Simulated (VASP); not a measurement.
# Mg6BiMo in VASP: a series of runs

The runs below take Mg6BiMo through single point, with PBE.

All numbers are computed with VASP 6.6.1; they aren't measurements. Logs are shortened: lines on timing, memory, paths and dates and some standing lists are left out, and cuts for length are marked.

### 1 The cell of the first run

The structure is orthorhombic, space group Amm2 (No. 38). Conventional cell: a = 5.096 Å, b = 6.293 Å, c = 10.635 Å, α = 90.00°, β = 90.00°, γ = 90.00°. Bi (site symmetry mm2) has 10 Mg at 2.98 to 3.20 Å and 2 Mo at 3.09 Å within 3.9 Å. Mo (site symmetry mm2) has 10 Mg at 3.00 to 3.18 Å and 2 Bi at 3.09 Å within 4.0 Å. Within 4.1 Å of Mg (site symmetry mm2) lie 10 Mg at 3.08 to 3.11 Å and 2 Bi at 3.15 Å. Within 3.9 Å of Mg (site symmetry m) lie 2 Bi at 2.98 to 3.20 Å and 8 Mg at 3.01 to 3.29 Å and 2 Mo at 3.07 Å. Within 4.1 Å of Mg (site symmetry mm2) lie 10 Mg at 3.08 to 3.15 Å and 2 Mo at 3.15 Å. Mg (site symmetry m) has 2 Mo at 3.00 to 3.18 Å and 8 Mg at 3.04 to 3.25 Å and 2 Bi at 3.17 Å within 4.0 Å.

### 2 Single point, PBE

INCAR reads:

```
SYSTEM = Mg6BiMo
PREC = Accurate ; ENCUT = 520
EDIFF = 1E-6 ; ISMEAR = -1
SIGMA = 0.05 ; LREAL = .FALSE.
LASPH = .TRUE. ; NELM = 60
ALGO = Fast ; ISIF = 2
LWAVE = .FALSE. ; LCHARG = .FALSE.
GGA = PE ; NBANDS = 30
```

KPOINTS reads:

```
regular mesh
0
G
  5 5 5
  0 0 0
```

POSCAR reads:

```
Mg6BiMo
1.0
    5.0963910000      0.0000000000      0.0000000000
    0.0000000000      3.1462765000      5.3175570000
    0.0000000000     -3.1462765000      5.3175570000
Bi Mo Mg
1 1 6
Direct
    0.5000000000      0.6722690000      0.6722690000
    0.0000000000      0.8373820000      0.8373820000
    0.5000000000      0.1665750000      0.1665750000
    0.5000000000      0.6749760000      0.1527660000
    0.5000000000      0.1527660000      0.6749760000
    0.0000000000      0.3343700000      0.3343700000
    0.0000000000      0.8390700000      0.3225900000
    0.0000000000      0.3225900000      0.8390700000
```

Potentials or basis: VASP PAW PBE potentials, release 64 (Bi_d, Mo_sv, Mg).

On the command line:

```bash
$ cat potpaw_PBE.64/Bi_d/POTCAR potpaw_PBE.64/Mo_sv/POTCAR potpaw_PBE.64/Mg/POTCAR > POTCAR
$ mpirun -np 1 vasp_std > vasp.out
```

OUTCAR:

```text
SYSTEM = Mg6BiMo
   PREC = Accurate
   ENCUT = 520
   EDIFF = 1E-6
   ISMEAR = -1
   LREAL = .FALSE.
   LASPH = .TRUE.
   NELM = 60
   ISIF = 2
   GGA = PE

 ion  position               nearest neighbor table
   1  0.500  0.672  0.672-   4 2.98   5 2.98   2 3.09   2 3.09   3 3.15   3 3.15   8 3.17   7 3.17
                             7 3.17   8 3.17   5 3.20   4 3.20
   2  0.000  0.837  0.837-   7 3.00   8 3.00   4 3.07   5 3.07   4 3.07   5 3.07   1 3.09   1 3.09
                             6 3.15   6 3.15   8 3.18   7 3.18
   3  0.500  0.167  0.167-   4 3.08   5 3.08   4 3.10   5 3.10   7 3.10   8 3.10   7 3.10   8 3.10
                             6 3.11   6 3.11   1 3.15   1 3.15
   4  0.500  0.675  0.153-   1 2.98   5 3.01   2 3.07   2 3.07   3 3.08   3 3.10   7 3.11   7 3.11
                             6 3.15   6 3.15   1 3.20   5 3.29
   5  0.500  0.153  0.675-   1 2.98   4 3.01   2 3.07   2 3.07   3 3.08   3 3.10   8 3.11   8 3.11
                             6 3.15   6 3.15   1 3.20   4 3.29
   6  0.000  0.334  0.334-   7 3.08   8 3.08   7 3.10   8 3.10   3 3.11   3 3.11   2 3.15   2 3.15
                             5 3.15   4 3.15   4 3.15   5 3.15
   7  0.000  0.839  0.323-   2 3.00   8 3.04   6 3.08   6 3.10   3 3.10   3 3.10   4 3.11   4 3.11
                             1 3.17   1 3.17   2 3.18   8 3.25
   8  0.000  0.323  0.839-   2 3.00   7 3.04   6 3.08   6 3.10   3 3.10   3 3.10   5 3.11   5 3.11
                             1 3.17   1 3.17   2 3.18   7 3.25

  LATTYP: Found a base centered orthorhombic cell.
 ALAT       =     6.2925530000
 B/A-ratio  =     1.6901111520
 C/A-ratio  =     0.8099083154

  Lattice vectors:

 A1 = (   0.0000000000,   3.1462765000,  -5.3175570000)
 A2 = (   0.0000000000,   3.1462765000,   5.3175570000)
 A3 = (   5.0963910000,   0.0000000000,   0.0000000000)

Analysis of symmetry for initial positions (statically):
=====================================================================
 Subroutine PRICEL returns:
 Original cell was already a primitive cell.

 Routine SETGRP: Setting up the symmetry group for a
 base centered orthorhombic supercell.

 Subroutine GETGRP returns: Found  4 space group operations
 (whereof  4 operations were pure point group operations)
 out of a pool of  8 trial point group operations.

The static configuration has the point symmetry C_2v.

Analysis of symmetry for dynamics (positions and initial velocities):
=====================================================================
 Subroutine PRICEL returns:
 Original cell was already a primitive cell.

 Routine SETGRP: Setting up the symmetry group for a
 base centered orthorhombic supercell.

 Subroutine GETGRP returns: Found  4 space group operations
 (whereof  4 operations were pure point group operations)
 out of a pool of  8 trial point group operations.

The dynamic configuration has the point symmetry C_2v.

 Subroutine INISYM returns: Found  4 space group operations
 (whereof  4 operations are pure point group operations),
 and found     1 'primitive' translations

----------------------------------------------------------------------------------------

                                     Primitive cell

  volume of cell :     170.5304

  direct lattice vectors                    reciprocal lattice vectors
     5.096391000  0.000000000  0.000000000     0.196217284  0.000000000  0.000000000
     0.000000000  3.146276500  5.317557000     0.000000000  0.158918010  0.094028141
     0.000000000 -3.146276500  5.317557000     0.000000000 -0.158918010  0.094028141

  length of vectors
     5.096391000  6.178629966  6.178629966     0.196217284  0.184651632  0.184651632

  position of ions in fractional coordinates (direct lattice)
     0.500000000  0.672269000  0.672269000
     0.000000000  0.837382000  0.837382000
     0.500000000  0.166575000  0.166575000
     0.500000000  0.674976000  0.152766000
     0.500000000  0.152766000  0.674976000
     0.000000000  0.334370000  0.334370000
     0.000000000  0.839070000  0.322590000
     0.000000000  0.322590000  0.839070000

  ion indices of the primitive-cell ions
   primitive index   ion index
                 1           1
                 2           2
                 3           3
                 4           4
                 5           5
                 6           6
                 7           7
                 8           8

----------------------------------------------------------------------------------------

 KPOINTS: regular mesh

Automatic generation of k-mesh.
 Grid dimensions read from file:
 generate k-points for:    5    5    5

 Generating k-lattice:

  Cartesian coordinates                     Fractional coordinates (reciprocal lattice)
     0.039243457  0.000000000  0.000000000     0.200000000  0.000000000  0.000000000
     0.000000000  0.031783602  0.018805628     0.000000000  0.200000000 -0.000000000
     0.000000000 -0.031783602  0.018805628     0.000000000 -0.000000000  0.200000000

  Length of vectors
     0.039243457  0.036930326  0.036930326

  Shift w.r.t. Gamma in fractional coordinates (k-lattice)
     0.000000000  0.000000000  0.000000000

 Subroutine IBZKPT returns following result:
 ===========================================

 Found     27 irreducible k-points:

 Following reciprocal coordinates:
            Coordinates               Weight
  0.000000  0.000000  0.000000      1.000000
  0.200000  0.000000  0.000000      2.000000
  0.400000  0.000000  0.000000      2.000000
  0.000000  0.200000 -0.000000      4.000000
  0.200000  0.200000 -0.000000      8.000000
  0.400000  0.200000 -0.000000      8.000000
[... 16 lines left out ...]
  0.200000  0.400000  0.400000      4.000000
  0.400000  0.400000  0.400000      4.000000
 [... further k-points ...]
   k-points           NKPTS =     27   k-points in BZ     NKDIM =     27   number of bands    NBANDS=     30
   number of dos      NEDOS =    301   number of ions     NIONS =      8
   total plane-waves  NPLWV =  92160
   dimension x,y,z NGX =    40 NGY =   48 NGZ =   48
   dimension x,y,z NGXF=    80 NGYF=   96 NGZF=   96
   ions per type =               1   1   6
   NGX,Y,Z   is equivalent  to a cutoff of  13.05, 12.92, 12.92 a.u.
   NGXF,Y,Z  is equivalent  to a cutoff of  26.10, 25.83, 25.83 a.u.
 SYSTEM =  Mg6BiMo
   PREC   = accura    normal or accurate (medium, high low for compatibility)
   ISTART =      0    job   : 0-new  1-cont  2-samecut
   ICHARG =      2    charge: 1-file 2-atom 10-const
   ISPIN  =      1    spin polarized calculation?
   LNONCOLLINEAR =      F non collinear calculations
   LSORBIT =      F    spin-orbit coupling
   LASPH  =      T    aspherical Exc in radial PAW
   ENCUT  =  520.0 eV  38.22 Ry    6.18 a.u.   9.48 11.49 11.49*2*pi/ulx,y,z
   NELM   =     60;   NELMIN=  2; NELMDL= -5     # of ELM steps
   EDIFF  = 0.1E-05   stopping-criterion for ELM
   LREAL  =      F    real-space projection
   EDIFFG = 0.1E-04   stopping-criterion for IOM
   NSW    =      0    number of steps for IOM
   IBRION =     -1    ionic relax: 0-MD 1-quasi-New 2-CG
   NFREE  =      0    steps in history (QN), initial steepest desc. (CG)
   ISIF   =      2    stress and relaxation
   ISYM   =      2    0-nonsym 1-usesym 2-fastsym
   POTIM  = 0.5000    time-step for ionic-motion
   TEBEG  =    0.0;   TEEND  =   0.0 temperature during run
   PSTRESS=    0.0 pullay stress
   NELECT =      41.0000    total number of electrons
   NUPDOWN=      -1.0000    fix difference up-down
   EMIN   =  10.00;   EMAX   =-10.00  energy-range for DOS
   EFERMI =   0.00;   METHOD = LEGACY
   ISMEAR =    -1;   SIGMA  =   0.05  broadening in eV -4-tet -1-fermi 0-gaus
   EFERMI_NEDOS =   21; number of points for ismear=-14 and -15
   IALGO  =     68    algorithm
   IMIX   =      4    mixing-type and parameters
     AMIX     =   0.40;   BMIX     =  1.00
     AMIX_MAG =   1.60;   BMIX_MAG =  1.00
  volume/ion in A,a.u.               =      21.32       143.85
  Fermi-wavevector in a.u.,A,eV,Ry     =   1.017971  1.923687 14.099248  1.036266
  Thomas-Fermi vector in A             =   2.151402
   LORBIT       =      0    0 simple, 1 ext, 2 COOP (PROOUT), +10 PAW based schemes
   GGA     = PE    functional components
   LHFCALC =     F    Hartree Fock is set to
   AEXX    =    0.0000 exact exchange contribution
   IVDW    =     0    specifies the selected vdW correction
   LEPSILON=     F    determine dielectric tensor
   LRPA    =     F    only Hartree local field effects (RPA)
 non-spin polarized calculation
 RMM-DIIS sequential band-by-band and
  energy-cutoff  :      520.00
  volume of cell :      170.53
 maximum number of plane-waves:      4613
 NGX is ok and might be reduce to    40
   NGX = 19   NGY = 23   NGZ = 23

 number of electron      40.9999998 magnetization

 Free energy of the ion-electron system (eV)
  ---------------------------------------------------
  ext. energy  EPLUGINS =         0.00000000
  ---------------------------------------------------
  free energy    TOTEN  =       -22.55915592 eV

  energy without entropy =      -22.51598757  energy(sigma->0) =      -22.53757174

 E-fermi :   4.6885     XC(G=0):  -9.5343

 val. band max:        4.6731931393   @ k =   0.2000   0.2000  -0.0000
 cond. band min:       4.7156939123   @ k =   0.0000  -0.2000   0.2000
 fundamental gap:      0.0425007730
 Fermi energy:         4.6885182552

 k-point     1 :       0.0000    0.0000    0.0000
  band No.  band energies     occupation
      1     -55.6810      2.00000
      2     -29.7978      2.00000
      3     -29.7641      2.00000
      4     -29.7230      2.00000
      5     -17.9441      2.00000
      6     -17.9404      2.00000
[... 22 lines left out ...]
     29       8.0372      0.00000
     30       8.7759      0.00000

 k-point     2 :       0.2000    0.0000    0.0000
  band No.  band energies     occupation
      1     -55.6810      2.00000
      2     -29.7977      2.00000
      3     -29.7641      2.00000
      4     -29.7233      2.00000
      5     -17.9442      2.00000
      6     -17.9401      2.00000
[... 22 lines left out ...]
     29       7.6916      0.00000
     30       9.6271      0.00000

 k-point     3 :       0.4000    0.0000    0.0000
  band No.  band energies     occupation
      1     -55.6810      2.00000
      2     -29.7976      2.00000
      3     -29.7641      2.00000
      4     -29.7238      2.00000
      5     -17.9442      2.00000
      6     -17.9397      2.00000
[... 22 lines left out ...]
     29       8.6763      0.00000
     30      11.0919      0.00000

 k-point     4 :       0.0000    0.2000   -0.0000
  band No.  band energies     occupation
      1     -55.6810      2.00000
      2     -29.7978      2.00000
      3     -29.7642      2.00000
      4     -29.7230      2.00000
      5     -17.9440      2.00000
      6     -17.9402      2.00000
[... 22 lines left out ...]
     29       8.2849      0.00000
     30       9.1942      0.00000

 k-point     5 :       0.2000    0.2000   -0.0000
  band No.  band energies     occupation
      1     -55.6810      2.00000
      2     -29.7977      2.00000
      3     -29.7641      2.00000
      4     -29.7233      2.00000
      5     -17.9440      2.00000
      6     -17.9400      2.00000
[... 22 lines left out ...]
     29       8.0822      0.00000
     30       9.0222      0.00000
[... 526 lines left out ...]
     29       8.9076      0.00000
     30       9.1432      0.00000

 k-point    22 :       0.0000    0.4000    0.4000
  band No.  band energies     occupation
      1     -55.6810      2.00000
      2     -29.7980      2.00000
      3     -29.7642      2.00000
      4     -29.7230      2.00000
      5     -17.9434      2.00000
      6     -17.9403      2.00000
[... 22 lines left out ...]
     29       7.9274      0.00000
     30       8.8831      0.00000

 k-point    23 :       0.2000    0.4000    0.4000
  band No.  band energies     occupation
      1     -55.6810      2.00000
      2     -29.7979      2.00000
      3     -29.7642      2.00000
      4     -29.7233      2.00000
      5     -17.9434      2.00000
      6     -17.9401      2.00000
[... 22 lines left out ...]
     29       8.3093      0.00000
     30       9.1759      0.00000

 k-point    24 :       0.4000    0.4000    0.4000
  band No.  band energies     occupation
      1     -55.6810      2.00000
      2     -29.7978      2.00000
      3     -29.7641      2.00000
      4     -29.7238      2.00000
      5     -17.9435      2.00000
      6     -17.9396      2.00000
[... 22 lines left out ...]
     29       9.1953      0.00000
     30       9.2468      0.00000

 [... further k-points ...]
[... 5 lines left out ...]
  --------------------------------------------------------------------------------------
  -------------------------------------------------------------------------------------
  Total       -0.7226762      0.0804132      0.0054922      0.0000000      0.0000000      0.0000000
  in kB       -6.7897305      0.7555031      0.0516003      0.0000000      0.0000000      0.0000000
  external PRESSURE =      -1.9942090 kB  Pullay stress =       0.0000000 kB

 VOLUME and BASIS-vectors are now :
 -----------------------------------------------------------------------------
  energy-cutoff  :      520.00
  volume of cell :      170.53
      direct lattice vectors                 reciprocal lattice vectors
     5.096391000  0.000000000  0.000000000     0.196217284  0.000000000  0.000000000
     0.000000000  3.146276500  5.317557000     0.000000000  0.158918010  0.094028141
     0.000000000 -3.146276500  5.317557000     0.000000000 -0.158918010  0.094028141

 POSITION                                       TOTAL-FORCE (eV/Angst)
 -----------------------------------------------------------------------------------
      2.54820      0.00000      7.14966         0.000000      0.000000      0.024642
      0.00000      0.00000      8.90565         0.000000      0.000000      0.003486
      2.54820      0.00000      1.77154         0.000000      0.000000      0.022676
      2.54820      1.64302      4.40157         0.000000      0.049073     -0.034569
      2.54820     -1.64302      4.40157         0.000000     -0.049073     -0.034569
      0.00000      0.00000      3.55606         0.000000      0.000000      0.046035
      0.00000      1.62499      6.17719         0.000000      0.043695     -0.013850
      0.00000     -1.62499      6.17719         0.000000     -0.043695     -0.013850
 -----------------------------------------------------------------------------------
    total drift:                               -0.000000      0.000000      0.000970

  FREE ENERGIE OF THE ION-ELECTRON SYSTEM (eV)
  ---------------------------------------------------
  free  energy   TOTEN  =       -22.5591559161 eV

  energy  without entropy=      -22.5159875658  energy(sigma->0) =      -22.53757174
```

It took 1.7 min on 1 thread of Intel Xeon 6975P-C (Granite Rapids), shared host; peak memory 0.38 GiB.

Results:

| Quantity | Value |
| --- | --- |
| Free energy | -22.5592 eV |
| Pressure | -0.2 GPa |
| Largest force | 0.060 eV/Å |

Forces on the atoms (eV/Å):
```
Bi   0.000  0.000  0.025
Mo   0.000  0.000  0.003
Mg   0.000  0.000  0.023
Mg   0.000  0.049 -0.035
Mg   0.000 -0.049 -0.035
Mg   0.000  0.000  0.046
Mg   0.000  0.044 -0.014
Mg   0.000 -0.044 -0.014
```

Stress tensor (GPa, compression positive):
```
-0.68  0.00  0.00
 0.00  0.08  0.00
 0.00  0.00  0.01
```

Levels at points of the mesh, in eV from the Fermi level:
| k point | band 18 | band 19 | band 20 | band 21 | band 22 | band 23 |
| --- | --- | --- | --- | --- | --- | --- |
| (0.00, 0.00, 0.00) | -1.36 | -0.88 | -0.54 | 0.17 | 0.35 | 1.32 |

Caveat: spin-orbit coupling is left out, which moves the levels of the heavy elements.

### 3 Single point, PBE (atoms moved at random)

INCAR reads:

```
ALGO     = Fast           # electronic algorithm
EDIFF    = 1E-7           # SCF threshold, eV
ENCUT    = 520            # plane-wave cutoff, eV
GGA      = PE             # functional
ISIF     = 2              # what is computed and relaxed
ISMEAR   = -1             # smearing method
LASPH    = True           # aspherical terms in the spheres
LCHARG   = True           # write CHGCAR
LELF     = True           # ELF
LREAL    = False          # projectors in reciprocal space
LVHAR    = True         
LWAVE    = False          # write WAVECAR
NBANDS   = 30             # bands
NELM     = 100            # most SCF steps
PREC     = Accurate       # precision mode
SIGMA    = 0.05           # smearing width, eV
```

KPOINTS reads:

```
k-points
0
Gamma
  5 5 5
```

POSCAR reads:

```
Mg6BiMo
1.0
    5.0963910000      0.0000000000      0.0000000000
    0.0000000000      3.1462765000      5.3175570000
    0.0000000000     -3.1462765000      5.3175570000
Bi Mo Mg
1 1 6
Direct
    0.5069360000      0.6692130000      0.6731020000
    0.0008890000      0.8289290000      0.8352770000
    0.5015150000      0.1701130000      0.1598760000
    0.4970450000      0.6817190000      0.1461890000
    0.4953750000      0.1493430000      0.6706860000
   -0.0010560000      0.3300760000      0.3408290000
   -0.0094550000      0.8416770000      0.3169740000
    0.0098710000      0.3258980000      0.8299670000
```

Potentials or basis: VASP PAW PBE potentials, release 64 (Bi_d, Mo_sv, Mg).

On the command line:

```bash
$ cat potpaw_PBE.64/Bi_d/POTCAR potpaw_PBE.64/Mo_sv/POTCAR potpaw_PBE.64/Mg/POTCAR > POTCAR
$ mpirun -np 1 vasp_std > vasp.out
```

Wall time 4 min (1 thread of Intel Xeon 6975P-C (Granite Rapids), shared host); peak memory 0.51 GiB.

It converged, with:

```yaml
Free_energy: -22.5308 eV
Pressure: -0.1 GPa
Largest_force: 0.260 eV/Å
```

Forces in eV/Å, atoms in the order of the input:
```
Bi  -0.127  0.097 -0.115
Mo   0.011  0.102  0.176
Mg  -0.030 -0.029  0.081
Mg  -0.022 -0.128 -0.039
Mg   0.129 -0.005  0.017
Mg  -0.008  0.147 -0.133
Mg   0.196  0.023 -0.033
Mg  -0.148 -0.208  0.046
```

Stress tensor (GPa, compression positive):
```
-0.46 -0.10 -0.02
-0.10  0.06 -0.13
-0.02 -0.13  0.18
```

Levels at points of the mesh, in eV from the Fermi level:
```
           k point  band 16  band 17  band 18  band 19  band 20  band 21  band 22  band 23  band 24  band 25
(0.00, 0.00, 0.00)    -1.95    -1.84    -1.37    -0.89    -0.55     0.19     0.35     1.33     2.23     2.52
```

Caveat: the cell differs from its parent crystal (atoms moved at random); spin-orbit coupling is left out, which moves the levels of the heavy elements.
